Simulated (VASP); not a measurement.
# HfS2 in VASP: single point with HSE06

Aim: the single point of HfS2 with HSE06.

Program: VASP 6.6.1. These are calculated values, not measurements. Logs are shortened: lines on timing, memory, paths and dates and some standing lists are left out, and cuts for length are marked.

## (1) The cell of the first run

The cell holds a sheet with vacuum, 3 atoms: a = 3.652 Å, b = 3.652 Å, c = 29.874 Å, α = 90.00°, β = 90.00°, γ = 120.00°.

## (2) Single point, HSE06

File POSCAR:

```
HfS2
1.0
    3.6517557319      0.0000000000      0.0000000000
   -1.8258778659      3.1625132322      0.0000000000
    0.0000000000      0.0000000000     29.8737850000
Hf S
1 2
Direct
    0.0000000000      0.0000000000      0.3012673333
    0.6666666667      0.3333333333      0.2528438333
    0.3333333333      0.6666666667      0.3496908333
```

File INCAR.step1:

```
  ALGO = Normal
  DIPOL = 0.5 0.5 0.301
  EDIFF = 1E-5
  ENCUT = 400
  GGA = PE
  GGA_COMPAT = F
  IDIPOL = 3
  ISIF = 2
  ISMEAR = 0
  LASPH = T
  LCHARG = F
  LDIPOL = T
  LREAL = F
  LWAVE = T
  NBANDS = 18
  NELM = 120
  NELMDL = -8
  PREC = Accurate
  SIGMA = 0.02
```

File INCAR.step2:

```
  ALGO = Normal
  DIPOL = 0.5 0.5 0.301
  EDIFF = 1E-6
  ENCUT = 400
  GGA = PE
  GGA_COMPAT = F
  HFSCREEN = 0.2079
  IDIPOL = 3
  ISIF = 2
  ISMEAR = 0
  ISTART = 1
  LASPH = T
  LCHARG = F
  LDIPOL = T
  LHFCALC = T
  LREAL = F
  LWAVE = F
  NBANDS = 18
  NELM = 120
  PREC = Accurate
  PRECFOCK = Normal
  SIGMA = 0.02
```

File KPOINTS:

```
k-points
0
Gamma
  6 6 1
```

Potentials or basis: VASP PAW PBE potentials, release 64 (Hf_pv, S).

Command:

```
$ cat potpaw_PBE.64/Hf_pv/POTCAR potpaw_PBE.64/S/POTCAR > POTCAR
$ cp INCAR.step1 INCAR
$ mpirun -np 1 vasp_std > vasp.out
$ cp INCAR.step2 INCAR
$ mpirun -np 1 vasp_std > vasp.out
```

OUTCAR:

```text
EDIFF = 1E-6
   ENCUT = 400
   GGA = PE
   HFSCREEN = 0.2079
   ISIF = 2
   ISMEAR = 0
   ISTART = 1
   LASPH = T
   LHFCALC = T
   LREAL = F
   NELM = 120
   PREC = Accurate
   PRECFOCK = Normal

 ion  position               nearest neighbor table
   1  0.000  0.000  0.301-   2 2.56   3 2.56   2 2.56   3 2.56   2 2.56   3 2.56
   2  0.667  0.333  0.253-   1 2.56   1 2.56   1 2.56
   3  0.333  0.667  0.350-   1 2.56   1 2.56   1 2.56

  LATTYP: Found a hexagonal cell.
 ALAT       =     3.6517557319
 C/A-ratio  =     8.1806635474

  Lattice vectors:

 A1 = (   3.6517557319,   0.0000000000,   0.0000000000)
 A2 = (  -1.8258778659,   3.1625132322,   0.0000000000)
 A3 = (   0.0000000000,   0.0000000000,  29.8737850000)

Analysis of symmetry for initial positions (statically):
=====================================================================
 Subroutine PRICEL returns:
 Original cell was already a primitive cell.

 Routine SETGRP: Setting up the symmetry group for a
 hexagonal supercell.

 Subroutine GETGRP returns: Found 12 space group operations
 (whereof  6 operations were pure point group operations)
 out of a pool of 24 trial point group operations.

The static configuration has the point symmetry C_3v.
 The point group associated with its full space group is D_3d.

Analysis of symmetry for dynamics (positions and initial velocities):
=====================================================================
 Subroutine PRICEL returns:
 Original cell was already a primitive cell.

 Routine SETGRP: Setting up the symmetry group for a
 hexagonal supercell.

 Subroutine GETGRP returns: Found 12 space group operations
 (whereof  6 operations were pure point group operations)
 out of a pool of 24 trial point group operations.

The dynamic configuration has the point symmetry C_3v.
 The point group associated with its full space group is D_3d.

 Subroutine INISYM returns: Found 12 space group operations
 (whereof  6 operations are pure point group operations),
 and found     1 'primitive' translations

----------------------------------------------------------------------------------------

                                     Primitive cell

  volume of cell :     345.0042

  direct lattice vectors                    reciprocal lattice vectors
     3.651755732  0.000000000  0.000000000     0.273840879  0.158102105  0.000000000
    -1.825877866  3.162513232  0.000000000     0.000000000  0.316204211  0.000000000
     0.000000000  0.000000000 29.873785000     0.000000000  0.000000000  0.033474165

  length of vectors
     3.651755732  3.651755732 29.873785000     0.316204211  0.316204211  0.033474165

  position of ions in fractional coordinates (direct lattice)
     0.000000000  0.000000000  0.301267333
     0.666666667  0.333333333  0.252843833
     0.333333333  0.666666667  0.349690833

  ion indices of the primitive-cell ions
   primitive index   ion index
                 1           1
                 2           2
                 3           3

----------------------------------------------------------------------------------------

 KPOINTS: k-points

Automatic generation of k-mesh.
 Grid dimensions read from file:
 generate k-points for:    6    6    1

 Generating k-lattice:

  Cartesian coordinates                     Fractional coordinates (reciprocal lattice)
     0.045640147  0.026350351  0.000000000     0.166666667  0.000000000  0.000000000
     0.000000000  0.052700702  0.000000000     0.000000000  0.166666667  0.000000000
     0.000000000  0.000000000  0.033474165     0.000000000  0.000000000  1.000000000

  Length of vectors
     0.052700702  0.052700702  0.033474165

  Shift w.r.t. Gamma in fractional coordinates (k-lattice)
     0.000000000  0.000000000  0.000000000

 Subroutine IBZKPT returns following result:
 ===========================================

 Found      7 irreducible k-points:

 Following reciprocal coordinates:
            Coordinates               Weight
  0.000000  0.000000  0.000000      1.000000
  0.166667  0.000000  0.000000      6.000000
  0.333333 -0.000000  0.000000      6.000000
  0.500000 -0.000000  0.000000      3.000000
  0.166667  0.166667  0.000000      6.000000
  0.333333  0.166667  0.000000     12.000000
  0.333333  0.333333  0.000000      2.000000
   k-points           NKPTS =      7   k-points in BZ     NKDIM =     36   number of bands    NBANDS=     18
   number of dos      NEDOS =    301   number of ions     NIONS =      3
   total plane-waves  NPLWV = 112896
   dimension x,y,z NGX =    24 NGY =   24 NGZ =  196
   dimension x,y,z NGXF=    48 NGYF=   48 NGZF=  392
   ions per type =               1   2
   NGX,Y,Z   is equivalent  to a cutoff of  10.93, 10.93, 10.91 a.u.
   NGXF,Y,Z  is equivalent  to a cutoff of  21.85, 21.85, 21.81 a.u.
 SYSTEM =  unknown system
   PREC   = accura    normal or accurate (medium, high low for compatibility)
   ISTART =      1    job   : 0-new  1-cont  2-samecut
   ICHARG =      0    charge: 1-file 2-atom 10-const
   ISPIN  =      1    spin polarized calculation?
   LNONCOLLINEAR =      F non collinear calculations
   LSORBIT =      F    spin-orbit coupling
   LASPH  =      T    aspherical Exc in radial PAW
   ENCUT  =  400.0 eV  29.40 Ry    5.42 a.u.   5.96  5.96 48.72*2*pi/ulx,y,z
   NELM   =    120;   NELMIN=  2; NELMDL=  0     # of ELM steps
   EDIFF  = 0.1E-05   stopping-criterion for ELM
   LREAL  =      F    real-space projection
   EDIFFG = 0.1E-04   stopping-criterion for IOM
   NSW    =      0    number of steps for IOM
   IBRION =     -1    ionic relax: 0-MD 1-quasi-New 2-CG
   NFREE  =      0    steps in history (QN), initial steepest desc. (CG)
   ISIF   =      2    stress and relaxation
   ISYM   =      3    0-nonsym 1-usesym 2-fastsym
   POTIM  = 0.5000    time-step for ionic-motion
   TEBEG  =    0.0;   TEEND  =   0.0 temperature during run
   PSTRESS=    0.0 pullay stress
   NELECT =      22.0000    total number of electrons
   NUPDOWN=      -1.0000    fix difference up-down
   EMIN   =  10.00;   EMAX   =-10.00  energy-range for DOS
   EFERMI =   0.00;   METHOD = LEGACY
   ISMEAR =     0;   SIGMA  =   0.02  broadening in eV -4-tet -1-fermi 0-gaus
   EFERMI_NEDOS =   21; number of points for ismear=-14 and -15
   IALGO  =     38    algorithm
   IMIX   =      1    mixing-type and parameters
     AMIX     =   0.40;   BMIX     =  1.00
     AMIX_MAG =   1.60;   BMIX_MAG =  1.00
  volume/ion in A,a.u.               =     115.00       776.07
  Fermi-wavevector in a.u.,A,eV,Ry     =   0.654045  1.235966  5.820230  0.427775
  Thomas-Fermi vector in A             =   1.724478
   LORBIT       =      0    0 simple, 1 ext, 2 COOP (PROOUT), +10 PAW based schemes
   GGA     = PE    functional components
   LHFCALC =     T    Hartree Fock is set to
   PRECFOCK=normal    Normal, Fast or Accurate (Low or Medium for compatibility)
   ENCUT4O =  -1.0   cutoff for four orbital integrals eV
   NKREDX  =     1    reduce k-point grid by
   NKREDY  =     1    reduce k-point grid by
   NKREDZ  =     1    reduce k-point grid by
   AEXX    =    0.2500 exact exchange contribution
   HFSCREEN=    0.2079 screening length (either q_TF or 0.3 A-1)
   HFSCREENC=   0.2079 screening length for correlation (either q_TF or 0.3 A-1)
   ENCUTFOCK=  -1.0 apply spherical cutoff to Coloumb kernel
   IVDW    =     0    specifies the selected vdW correction
   LEPSILON=     F    determine dielectric tensor
   LRPA    =     F    only Hartree local field effects (RPA)
 non-spin polarized calculation
 Gauss-broadening in eV      SIGMA  =   0.02
  energy-cutoff  :      400.00
  volume of cell :      345.00
 maximum number of plane-waves:      6336
 NGX is ok and might be reduce to    24
  NGX = 18; NGY = 18; NGZ =150

 dipolmoment           0.000000      0.000000     -0.000001 electrons x Angstroem

 number of electron      22.0000006 magnetization

 dipolmoment           0.000000      0.000000      0.000020 electrons x Angstroem

 Free energy of the ion-electron system (eV)
  ---------------------------------------------------
  ext. energy  EPLUGINS =         0.00000000
  ---------------------------------------------------
  free energy    TOTEN  =       -26.94818734 eV

  energy without entropy =      -26.94818734  energy(sigma->0) =      -26.94818734

 E-fermi :  -5.0661     XC(G=0):  -1.8182

 val. band max:       -5.1540481728   @ k =   0.0000   0.0000   0.0000
 cond. band min:      -3.0337466951   @ k =   0.5000  -0.0000   0.0000
 fundamental gap:      2.1203014777
 Fermi energy:        -5.0661010005

 k-point     1 :       0.0000    0.0000    0.0000
  band No.  band energies     occupation
      1     -37.9022      2.00000
      2     -37.7737      2.00000
      3     -37.7737      2.00000
      4     -19.2520      2.00000
      5     -17.7356      2.00000
      6      -9.5431      2.00000
      7      -8.0161      2.00000
      8      -8.0161      2.00000
      9      -6.0472      2.00000
     10      -5.1540      2.00000
     11      -5.1540      2.00000
     12      -2.1600      0.00000
     13      -2.1600      0.00000
     14      -1.3383      0.00000
     15       1.0993      0.00000
     16       1.6128      0.00000
     17       1.6128      0.00000
     18       1.6642      0.00000

 k-point     2 :       0.1667    0.0000    0.0000
  band No.  band energies     occupation
      1     -37.8922      2.00000
      2     -37.8286      2.00000
      3     -37.7863      2.00000
      4     -18.9225      2.00000
      5     -17.7580      2.00000
      6      -9.1967      2.00000
      7      -8.5377      2.00000
      8      -7.8673      2.00000
      9      -6.7266      2.00000
     10      -5.7456      2.00000
     11      -5.6441      2.00000
     12      -2.3087      0.00000
     13      -1.3537      0.00000
     14      -0.8038      0.00000
     15       0.6884      0.00000
     16       1.4932      0.00000
     17       1.8759      0.00000
     18       2.2102      0.00000

 k-point     3 :       0.3333   -0.0000    0.0000
  band No.  band energies     occupation
      1     -37.9369      2.00000
      2     -37.8717      2.00000
      3     -37.8112      2.00000
      4     -18.2357      2.00000
      5     -17.7431      2.00000
      6      -9.4815      2.00000
      7      -8.6736      2.00000
      8      -7.8389      2.00000
      9      -7.7278      2.00000
     10      -6.2936      2.00000
     11      -6.0784      2.00000
     12      -2.8337      0.00000
     13      -0.3633      0.00000
     14      -0.1077      0.00000
     15       1.5381      0.00000
     16       1.8320      0.00000
     17       2.4739      0.00000
     18       3.3607      0.00000

 k-point     4 :       0.5000   -0.0000    0.0000
  band No.  band energies     occupation
      1     -37.9899      2.00000
      2     -37.8617      2.00000
      3     -37.8235      2.00000
      4     -18.0393      2.00000
      5     -17.5169      2.00000
      6     -10.2842      2.00000
      7      -8.4817      2.00000
      8      -7.7797      2.00000
      9      -7.5853      2.00000
     10      -6.5557      2.00000
     11      -6.3475      2.00000
     12      -3.0337      0.00000
     13       0.0452      0.00000
     14       0.0943      0.00000
     15       2.1337      0.00000
     16       2.1952      0.00000
     17       2.3986      0.00000
     18       3.3406      0.00000

 k-point     5 :       0.1667    0.1667    0.0000
  band No.  band energies     occupation
      1     -37.8995      2.00000
      2     -37.8773      2.00000
      3     -37.8154      2.00000
      4     -18.3862      2.00000
      5     -17.7849      2.00000
      6      -8.8917      2.00000
      7      -8.8175      2.00000
      8      -8.0756      2.00000
      9      -7.4520      2.00000
     10      -6.7908      2.00000
     11      -5.7606      2.00000
     12      -1.7738      0.00000
     13      -1.5725      0.00000
     14       0.0564      0.00000
     15       0.8341      0.00000
     16       1.4105      0.00000
     17       2.8455      0.00000
     18       3.0992      0.00000

 k-point     6 :       0.3333    0.1667    0.0000
  band No.  band energies     occupation
      1     -37.9621      2.00000
      2     -37.8623      2.00000
      3     -37.8517      2.00000
      4     -17.9180      2.00000
      5     -17.6563      2.00000
      6      -9.7570      2.00000
      7      -8.7364      2.00000
      8      -7.8315      2.00000
      9      -7.4784      2.00000
     10      -7.2685      2.00000
     11      -6.4845      2.00000
     12      -2.0844      0.00000
     13      -0.5939      0.00000
     14       0.0147      0.00000
     15       1.3605      0.00000
     16       2.6977      0.00000
     17       3.1436      0.00000
     18       3.7298      0.00000

 k-point     7 :       0.3333    0.3333    0.0000
  band No.  band energies     occupation
      1     -37.9237      2.00000
      2     -37.9237      2.00000
      3     -37.8573      2.00000
      4     -17.6823      2.00000
      5     -17.6823      2.00000
      6      -9.2015      2.00000
      7      -8.8617      2.00000
      8      -8.8616      2.00000
      9      -7.1705      2.00000
     10      -7.1704      2.00000
     11      -7.1155      2.00000
     12      -1.3793      0.00000
     13      -0.4761      0.00000
     14      -0.4761      0.00000
     15       1.7871      0.00000
     16       1.7871      0.00000
     17       3.9891      0.00000
     18       5.0009      0.00000

------------------------ aborting loop because EDIFF is reached ----------------------------------------

 vacuum level on the upper side and lower side of the slab       (xc-potential included)         0.002         0.001

  FORCE on cell =-STRESS in cart. coord.  units (eV):
  Direction    XX          YY          ZZ          XY          YZ          ZX
  --------------------------------------------------------------------------------------
  -------------------------------------------------------------------------------------
  Total       -0.9093836     -0.9093836     -0.9905317     -0.0000000      0.0000000      0.0000000
  in kB       -4.2231194     -4.2231194     -4.5999661     -0.0000000      0.0000000      0.0000000
  external PRESSURE =      -4.3487349 kB  Pullay stress =       0.0000000 kB

 VOLUME and BASIS-vectors are now :
 -----------------------------------------------------------------------------
  energy-cutoff  :      400.00
  volume of cell :      345.00
      direct lattice vectors                 reciprocal lattice vectors
     3.651755732  0.000000000  0.000000000     0.273840879  0.158102105  0.000000000
    -1.825877866  3.162513232  0.000000000     0.000000000  0.316204211  0.000000000
     0.000000000  0.000000000 29.873785000     0.000000000  0.000000000  0.033474165

 POSITION                                       TOTAL-FORCE (eV/Angst)
 -----------------------------------------------------------------------------------
      0.00000      0.00000      9.00000         0.000000      0.000000      0.000000
      1.82588      1.05417      7.55340         0.000000      0.000000      0.325742
     -0.00000      2.10834     10.44659        -0.000000      0.000000     -0.325742
 -----------------------------------------------------------------------------------
    total drift:                               -0.000000     -0.000000      0.000060

  FREE ENERGIE OF THE ION-ELECTRON SYSTEM (eV)
  ---------------------------------------------------
  free  energy   TOTEN  =       -26.9481873384 eV

  energy  without entropy=      -26.9481873384  energy(sigma->0) =      -26.94818734

 vacuum level on the upper side and lower side of the slab         1.861         1.860
```

Wall time 20 min (1 thread of AMD EPYC 9R45 (Zen 5), shared host); peak memory 0.42 GiB.

What came out:

* Free energy: -26.9482 eV
* Largest force: 0.326 eV/Å
* Band gap on the k mesh: 2.12 eV, indirect (least direct gap 2.99 eV)

Forces on the atoms (eV/Å):
```
Hf   0.000  0.000  0.000
S    0.000  0.000  0.326
S    0.000  0.000 -0.326
```

Levels at points of the mesh, in eV from the valence-band top:
```
           k point  band 9  band 10  band 11  band 12  band 13  band 14
(0.00, 0.00, 0.00)   -0.89     0.00     0.00     2.99     2.99     3.82
(0.50, 0.00, 0.00)   -2.43    -1.40    -1.19     2.12     5.20     5.25
```

Caveat: the PAW data sets were made with another functional, which shifts forces and pressure a little; spin-orbit coupling is left out, which moves the levels of the heavy elements.
